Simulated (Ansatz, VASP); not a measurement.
## SiO2: VASP beside Ansatz

```
Si O
1.0
     4.21806    0.00000    0.00000
     0.00000    4.21806    0.00000
     0.00000    0.00000    2.25202
Si O
2 4
Direct
  0.50000 0.50000 0.50000
  0.00000 0.00000 0.00000
  0.69443 0.69443 0.00000
  0.19443 0.80557 0.50000
  0.30557 0.30557 0.00000
  0.80557 0.19443 0.50000
```

Alike in both runs: task single point; functional LDA; k mesh 6 × 6 × 10; occupations gaussian, width 0.05 eV; no spin polarisation.

|  | VASP | Ansatz |
| --- | --- | --- |
| version | VASP 6.6.1 | Ansatz 0.2.0 |
| potentials or method | VASP PAW LDA potentials, release 64 (Si, O), cutoff 520 eV | scalar-relativistic, plane waves, PAW |
| valence electrons in the cell | 32 | 32 |

Ansatz gave:

| Property | Result |
| --- | --- |
| gap on the k mesh at the Fermi level (eV) | 7.87 |
| least direct gap on the mesh (eV) | 7.87 |
| rms of the force components (eV/Å) | 0.449 |

Q: Which values does VASP return?

A: gap on the k mesh at the Fermi level (eV): 7.83; least direct gap on the mesh (eV): 7.83; rms of the force components (eV/Å): 0.517.

Ansatz warns that its potentials were made for another functional, while VASP's fit it. LDA's correlation is that of Perdew and Zunger in VASP and of Perdew and Wang (1992) in Ansatz. Atom by atom the forces differ by 0.068 eV/Å (rms over components).
